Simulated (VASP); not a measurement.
Wanted: the native input for a VASP 6.6.1 run.

```
Task                   : relaxation of cell and atoms
Functional             : PBE
Potentials or basis    : VASP PAW PBE potentials, release 64 (Cd, Te)
Cutoff                 : 600 eV
k mesh                 : 5 × 5 × 5
Occupations            : gaussian, width 0.2 eV
Spin                   : no spin polarisation
Dipole correction      : no
Further INCAR settings : ALGO = Normal; EDIFF = 1e-06; IBRION = 2; EDIFFG = -0.08; NSW = 36; ISIF = 3
```

The structure of CdTe3 lies in POSCAR:

```
CdTe3
1.0
   -3.2659205800      3.2659205800      2.9253355200
    3.2659205800     -3.2659205800      2.9253355200
    3.2659205800      3.2659205800     -2.9253355200
Cd Te
1 3
Direct
    0.0000000000      0.0000000000      0.0000000000
    0.5000000000      0.0000000000      0.5000000000
    0.0000000000      0.5000000000      0.5000000000
    0.5000000000      0.5000000000      0.0000000000
```

The cell was generated, and may not be a known phase.

These files were run (other wordings do the same):

INCAR

```
PREC = Accurate
ENCUT = 600
EDIFF = 1E-6
ISMEAR = 0
SIGMA = 0.2
LREAL = F
LASPH = T
NELM = 80
ALGO = Normal
ISIF = 3
LWAVE = F
LCHARG = F
GGA = PE
IBRION = 2
NSW = 36
EDIFFG = -0.08
```

KPOINTS

```
regular mesh
0
Gamma
  5 5 5
```

Potentials or basis: VASP PAW PBE potentials, release 64 (Cd, Te).

The run is started by

```bash
$ cat potpaw_PBE.64/Cd/POTCAR potpaw_PBE.64/Te/POTCAR > POTCAR
$ mpirun -np 1 vasp_std > vasp.out
```

It gave:

```json
{"Relaxed volume": "30.78 Å³/atom", "Relaxed cell": "a = 5.428 Å, b = 5.428 Å, c = 5.428 Å, α = 109.51°, β = 109.51°, γ = 109.39°", "Space group after relaxing (to 0.1 Å)": "Im-3m (No. 229)", "Energy gained by relaxing": "40.0 meV/atom", "Ionic steps": "7", "Pressure after relaxing": "0.0 GPa", "Band gap on the k mesh": "zero (bands 15 and 16 overlap by 1.02 eV)"}
```

Caveat: spin-orbit coupling is left out, which moves the levels of the heavy elements.

Run time: 2.3 min on 1 thread of Intel(R) Xeon(R) 6975P-C (Granite Rapids), on a shared host, peak memory 0.35 GiB.
